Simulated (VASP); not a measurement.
Runs of VASP 6.6.1 on LiF. The structure is that of space group Fm-3m (No. 225), or close to it. The cells are those of the table. 

| level | cell | cutoff (eV) | gap on the mesh (eV) | pressure (GPa) |
| --- | --- | --- | --- | --- |
| PBE | a = 2.876 Å, angles 60.0°, 2 atoms | 750 | 8.82 | -0.7 |
| PBE | a = 2.933 Å, angles 60.0°, 2 atoms | 750 | (a) | -4.1 |
| PBE | a = 2.787 Å, angles 60.0°, 2 atoms | 750 | 9.68 | 7.0 |
| r2SCAN | a = 2.876 Å, angles 60.0°, 2 atoms | 830 | 9.99 | (c) |
| PBE | a = 2.969 Å, angles 60.0°, 2 atoms | 750 | 8.05 | -5.8 |
| PBE | a = 2.847 Å, angles 60.0°, 2 atoms | 750 | 9.09 | 1.5 |
| PBE | a = 2.818 Å, angles 60.0°, 2 atoms | 750 | 9.37 | (b) |

Alike in all rows: task single point; potentials or basis VASP PAW PBE potentials, release 64 (Li_sv, F); no spin polarisation; k mesh 10 × 10 × 10; smearing gaussian 0.02 eV.

Fill in the values left out.

(a) 8.34; (b) 4.0; (c) -4.6.

Caveats: the PAW data sets were made with another functional, which shifts forces and pressure a little (some runs).

A k mesh can miss the band edges.
